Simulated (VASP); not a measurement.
Here is a VASP 6.6.1 calculation.

INCAR

```
PREC = Accurate
ENCUT = 520
EDIFF = 1E-7
ISMEAR = 0
SIGMA = 0.1
LREAL = False
LASPH = True
NELM = 80
ALGO = Normal
ISIF = 2
LWAVE = False
LCHARG = False
GGA = PE
NBANDS = 20
```

File KPOINTS:

```
regular mesh
0
Gamma
  6 6 4
```

The input POSCAR:

```
SrTiC
1.0
    4.1241855200      0.0000000000      0.0000000000
   -2.0620927600      3.5716494300      0.0000000000
    0.0000000000      0.0000000000      4.3897009600
Sr Ti C
1 1 1
Direct
    0.0000000000      0.0000000000      0.0000000000
    0.6666666700      0.3333333300      0.5000000000
    0.3333333300      0.6666666700      0.5000000000
```

Potentials or basis: VASP PAW PBE potentials, release 64 (Sr_sv, Ti_sv, C).

The run is started by

```console
$ cat potpaw_PBE.64/Sr_sv/POTCAR potpaw_PBE.64/Ti_sv/POTCAR potpaw_PBE.64/C/POTCAR > POTCAR
$ mpirun -np 1 vasp_std > vasp.out
```

Task: Predict the band gap on the k mesh.

Result: Zero (bands 13 and 14 overlap by 0.49 eV).

Task: What does it give for the pressure?

Result: -10.7 GPa.

Stress tensor (GPa, compression positive):
```
-16.95   0.00   0.00
  0.00 -16.95   0.00
  0.00   0.00   1.84
```

Caveat: the stress differs along the axes, from -17 to 2 GPa.
